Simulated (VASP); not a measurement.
# AlCu3 (Pm-3m) in VASP: notebook, part 2 of 2

VASP 6.6.1.

## 3. Relaxation of cell and atoms, PBEsol

This run uses another cell than the first one, of 12.03 Å³/atom.

Input file INCAR:

```
SYSTEM = AlCu3
ALGO = Normal
EDIFF = 1E-7
EDIFFG = -0.01
ENCUT = 600
GGA = PS
GGA_COMPAT = .False.
IBRION = 2
ISIF = 3
ISMEAR = 0
LASPH = .True.
LCHARG = .False.
LREAL = .False.
LWAVE = .False.
NELM = 120
NELMIN = 4
NSW = 60
PREC = Accurate
SIGMA = 0.05
```

Input file KPOINTS:

```
k-points
0
Gamma
  5 5 5
  0 0 0
```

Input file POSCAR:

```
AlCu3
1.0
    3.6373800000      0.0000000000      0.0000000000
    0.0000000000      3.6373800000      0.0000000000
    0.0000000000      0.0000000000      3.6373800000
Al Cu
1 3
Direct
    0.0000000000      0.0000000000      0.0000000000
    0.5000000000      0.5000000000      0.0000000000
    0.5000000000      0.0000000000      0.5000000000
    0.0000000000      0.5000000000      0.5000000000
```

Potentials or basis: VASP PAW PBE potentials, release 64 (Al, Cu).

Run with:

```bash
$ cat potpaw_PBE.64/Al/POTCAR potpaw_PBE.64/Cu/POTCAR > POTCAR
$ mpirun -np 1 vasp_std > vasp.out
```

OUTCAR:

```text
SYSTEM = AlCu3
   EDIFF = 1E-7
   EDIFFG = -0.01
   ENCUT = 600
   GGA = PS
   IBRION = 2
   ISIF = 3
   ISMEAR = 0
   LASPH = .True.
   LREAL = .False.
   NELM = 120
   NELMIN = 4
   NSW = 60
   PREC = Accurate

 ion  position               nearest neighbor table
   1  0.000  0.000  0.000-   2 2.57   3 2.57   4 2.57   3 2.57   4 2.57   2 2.57   4 2.57   4 2.57
                             2 2.57   3 2.57   3 2.57   2 2.57
   2  0.500  0.500  0.000-   1 2.57   3 2.57   4 2.57   3 2.57   4 2.57   1 2.57   3 2.57   3 2.57
                             1 2.57   4 2.57   4 2.57   1 2.57
   3  0.500  0.000  0.500-   1 2.57   2 2.57   4 2.57   1 2.57   2 2.57   2 2.57   4 2.57   2 2.57
                             1 2.57   4 2.57   1 2.57   4 2.57
   4  0.000  0.500  0.500-   1 2.57   2 2.57   3 2.57   1 2.57   2 2.57   1 2.57   3 2.57   1 2.57
                             2 2.57   3 2.57   2 2.57   3 2.57

  LATTYP: Found a simple cubic cell.
 ALAT       =     3.6373800000

  Lattice vectors:

 A1 = (   3.6373800000,   0.0000000000,   0.0000000000)
 A2 = (   0.0000000000,   3.6373800000,   0.0000000000)
 A3 = (   0.0000000000,   0.0000000000,   3.6373800000)

Analysis of symmetry for initial positions (statically):
=====================================================================
 Subroutine PRICEL returns:
 Original cell was already a primitive cell.

 Routine SETGRP: Setting up the symmetry group for a
 simple cubic supercell.

 Subroutine GETGRP returns: Found 48 space group operations
 (whereof 48 operations were pure point group operations)
 out of a pool of 48 trial point group operations.

The static configuration has the point symmetry O_h .

Analysis of symmetry for dynamics (positions and initial velocities):
=====================================================================
 Subroutine PRICEL returns:
[... 116 lines left out ...]
   IMIX   =      4    mixing-type and parameters
     AMIX     =   0.40;   BMIX     =  1.00
     AMIX_MAG =   1.60;   BMIX_MAG =  1.00
  volume/ion in A,a.u.               =      12.03        81.19
  Fermi-wavevector in a.u.,A,eV,Ry     =   1.486119  2.808358 30.049152  2.208550
  Thomas-Fermi vector in A             =   2.599446
   LORBIT       =      0    0 simple, 1 ext, 2 COOP (PROOUT), +10 PAW based schemes
   GGA     = PS    functional components
   LHFCALC =     F    Hartree Fock is set to
   AEXX    =    0.0000 exact exchange contribution
   IVDW    =     0    specifies the selected vdW correction
   LEPSILON=     F    determine dielectric tensor
   LRPA    =     F    only Hartree local field effects (RPA)
 conjugate gradient relaxation of ions
 non-spin polarized calculation
 Gauss-broadening in eV      SIGMA  =   0.05
  energy-cutoff  :      600.00
  volume of cell :       48.12
 maximum number of plane-waves:      1611
 NGX is ok and might be reduce to    30
   NGX = 15   NGY = 15   NGZ = 15

 number of electron      35.9999979 magnetization

 Free energy of the ion-electron system (eV)
  ---------------------------------------------------
  ext. energy  EPLUGINS =         0.00000000
  ---------------------------------------------------
  free energy    TOTEN  =       -17.74093797 eV

  energy without entropy =      -17.73627252  energy(sigma->0) =      -17.73860525

 E-fermi :   8.8378     XC(G=0): -12.4779

 val. band max:        8.3406211048   @ k =   0.4000   0.4000   0.0000
 cond. band min:       8.8572031311   @ k =   0.4000   0.2000   0.0000
 fundamental gap:      0.5165820263
 Fermi energy:         8.8377970315

 k-point     1 :       0.0000    0.0000    0.0000
  band No.  band energies     occupation
      1      -2.1194      2.00000
      2       3.1657      2.00000
      3       3.7263      2.00000
      4       3.7263      2.00000
      5       4.0000      2.00000
      6       4.0000      2.00000
[... 239 lines left out ...]
     21      10.6665      0.00000
     22      10.6665      0.00000

------------------------ aborting loop because EDIFF is reached ----------------------------------------

  FORCE on cell =-STRESS in cart. coord.  units (eV):
  Direction    XX          YY          ZZ          XY          YZ          ZX
  --------------------------------------------------------------------------------------
  -------------------------------------------------------------------------------------
  Total        0.0055605      0.0055605      0.0055605      0.0000000      0.0000000      0.0000000
  in kB        0.1851212      0.1851212      0.1851212      0.0000000      0.0000000      0.0000000
  external PRESSURE =       0.1851212 kB  Pullay stress =       0.0000000 kB

 VOLUME and BASIS-vectors are now :
 -----------------------------------------------------------------------------
  energy-cutoff  :      600.00
  volume of cell :       48.12
      direct lattice vectors                 reciprocal lattice vectors
     3.637380000  0.000000000  0.000000000     0.274923159  0.000000000  0.000000000
     0.000000000  3.637380000  0.000000000     0.000000000  0.274923159  0.000000000
     0.000000000  0.000000000  3.637380000     0.000000000  0.000000000  0.274923159

 POSITION                                       TOTAL-FORCE (eV/Angst)
 -----------------------------------------------------------------------------------
      0.00000      0.00000      0.00000         0.000000      0.000000      0.000000
      1.81869      1.81869      0.00000         0.000000      0.000000      0.000000
      1.81869      0.00000      1.81869         0.000000      0.000000      0.000000
      0.00000      1.81869      1.81869         0.000000      0.000000      0.000000
 -----------------------------------------------------------------------------------
    total drift:                                0.000000      0.000000     -0.000000

  FREE ENERGIE OF THE ION-ELECTRON SYSTEM (eV)
  ---------------------------------------------------
  free  energy   TOTEN  =       -17.7409379734 eV

  energy  without entropy=      -17.7362725247  energy(sigma->0) =      -17.73860525

 reached required accuracy - stopping structural energy minimisation
```

OSZICAR:

```text
N       E                     dE             d eps       ncg     rms          rms(c)
DAV:   1     0.262960819036E+03    0.26296E+03   -0.17655E+04   440   0.284E+03
DAV:   2    -0.323348731268E+01   -0.26619E+03   -0.26028E+03   440   0.425E+02
DAV:   3    -0.221647203912E+02   -0.18931E+02   -0.18185E+02   542   0.163E+02
DAV:   4    -0.225555880599E+02   -0.39087E+00   -0.39007E+00   658   0.264E+01
DAV:   5    -0.225610878666E+02   -0.54998E-02   -0.54996E-02   684   0.267E+00    0.184E+01
DAV:   6    -0.213693883365E+02    0.11917E+01   -0.71337E+01   524   0.206E+02    0.121E+01
DAV:   7    -0.177828873050E+02    0.35865E+01   -0.15398E+01   514   0.951E+01    0.988E-01
DAV:   8    -0.177716407469E+02    0.11247E-01   -0.71712E-01   606   0.130E+01    0.126E+00
DAV:   9    -0.177414070942E+02    0.30234E-01   -0.63812E-02   636   0.565E+00    0.172E-01
DAV:  10    -0.177411815408E+02    0.22555E-03   -0.18115E-03   524   0.538E-01    0.108E-01
DAV:  11    -0.177409343706E+02    0.24717E-03   -0.89425E-04   632   0.660E-01    0.152E-02
DAV:  12    -0.177409409812E+02   -0.66106E-05   -0.63288E-05   688   0.994E-02    0.108E-02
DAV:  13    -0.177409382772E+02    0.27040E-05   -0.10919E-05   684   0.582E-02    0.407E-03
DAV:  14    -0.177409379787E+02    0.29855E-06   -0.81042E-07   538   0.170E-02    0.141E-03
DAV:  15    -0.177409379734E+02    0.52660E-08   -0.37827E-08   328   0.231E-03
   1 F= -.17740938E+02 E0= -.17738605E+02  d E =-.177409E+02
```

It took 31 s on 1 thread of Intel Xeon 8259CL, shared host; peak memory 0.16 GiB.

Results:

* Free energy: -17.7409 eV
* Pressure after relaxing: 0.0 GPa
* Band gap on the k mesh: zero (bands 18 and 19 overlap by 4.21 eV)

Final structure:
```
Al Cu
1.0
     3.63738    0.00000    0.00000
     0.00000    3.63738    0.00000
     0.00000    0.00000    3.63738
Al Cu
1 3
Direct
  0.00000 0.00000 0.00000
  0.50000 0.50000 0.00000
  0.50000 0.00000 0.50000
  0.00000 0.50000 0.50000
```

Levels at points of the mesh, in eV from the Fermi level:
| k point | band 16 | band 17 | band 18 | band 19 | band 20 | band 21 |
| --- | --- | --- | --- | --- | --- | --- |
| (0.00, 0.00, 0.00) | -2.33 | -0.56 | -0.56 | -0.56 | 4.11 | 4.11 |

Caveat: the relaxation stopped at its first step, so nothing moved; the PAW data sets were made with another functional, which shifts forces and pressure a little.
